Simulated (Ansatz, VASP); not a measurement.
**Two plane-wave programs on Hf2ClO4**

Contents of INCAR:

```
SYSTEM = Hf2ClO4
PREC = Accurate ; ENCUT = 520
EDIFF = 1E-6 ; ISMEAR = 0
SIGMA = 0.05 ; LREAL = .FALSE.
LASPH = .TRUE. ; NELM = 200
ALGO = Normal ; ISIF = 2
LWAVE = .FALSE. ; LCHARG = .FALSE.
ISPIN = 2 ; MAGMOM = 0 0 0 0 0 0 1
LORBIT = 11 ; LMAXMIX = 4
LDIPOL = .TRUE. ; IDIPOL = 3
DIPOL = 0.5 0.5 0.318 ; GGA = PE
IVDW = 12 ; NBANDS = 38
GGA_COMPAT = .FALSE. ; NELMDL = -8
```

The input KPOINTS:

```
Automatic mesh
0
G
  9 9 1
  0 0 0
```

Contents of POSCAR:

```
Hf2ClO4
1.0
    3.5874453701      0.0000000000      0.0000000000
   -1.7937226850      3.1068188252      0.0000000000
    0.0000000000      0.0000000000     21.4612281329
O Hf Cl
4 2 1
Direct
    0.0000000000      0.0000000000      0.1863826234
    0.3333333333      0.6666666667      0.2546251504
    0.6666666667      0.3333333333      0.3182215794
    0.0000000000      0.0000000000      0.3895969085
    0.6666666667      0.3333333333      0.2205038869
    0.3333333333      0.6666666667      0.3527665830
    0.0000000000      0.0000000000      0.5060860481
```

Input for Ansatz:

```yaml
crystal:
  lattice:
    - [3.5874453701, 0.0, 0.0]
    - [-1.793722685, 3.1068188252, 0.0]
    - [0.0, 0.0, 21.4612281329]
  atoms:
    - { symbol: O, position: [0.0, 0.0, 0.1863826234] }
    - { symbol: Hf, position: [0.6666666667, 0.3333333333, 0.2205038869] }
    - { symbol: O, position: [0.3333333333, 0.6666666667, 0.2546251504] }
    - { symbol: O, position: [0.6666666667, 0.3333333333, 0.3182215794] }
    - { symbol: Hf, position: [0.3333333333, 0.6666666667, 0.352766583] }
    - { symbol: O, position: [0.0, 0.0, 0.3895969085] }
    - { symbol: Cl, position: [0.0, 0.0, 0.5060860481], spin: 1.0 }
basis:
  ecutwfc: 420
kpoints:
  mp_grid: { grid: [9, 9, 1] }
hamiltonian:
  xc: pbe
  pseudopotentials: { kind: paw, azcp: { folder: soft_1 } }
  dispersion: d3bj
scf:
  occupations: { method: gaussian, width: 0.05 }
output:
  forces: true
  eigenvalues: true
  populations: true
magnetization:
  spin_polarized: true
efield:
  axis: 3
  dipole_correction: true
  ramp_width: 0.04
```

Alike in both runs: task single point; functional PBE; dispersion D3(BJ); k mesh 9 × 9 × 1; occupations gaussian, width 0.05 eV; collinear spin.

```csv
,VASP,Ansatz
version,VASP 6.6.1,Ansatz 0.2.0
potentials or method,"VASP PAW PBE potentials, release 64 (O, Hf_pv, Cl), cutoff 520 eV","scalar-relativistic, plane waves, PAW"
valence electrons in the cell,51,83
```

```csv
,VASP,Ansatz,Ansatz less VASP
gap on the k mesh at the Fermi level (eV),none,none,-
rms of the force components (eV/Å),0.291,0.293,+0.0016
net moment per atom (μB),0.14,0.14,0.000
size of the moment on the site where the two differ most (μB),0.64,0.67,+0.026
```

Site moments also hang on the region over which each program counts them. A gap of «none» marks a metal or a gap that the smearing closes. VASP's potentials hold 51 valence electrons a cell and Ansatz's 83, so a difference there can come from the potentials and not from the codes.

Spin-orbit coupling is off throughout.
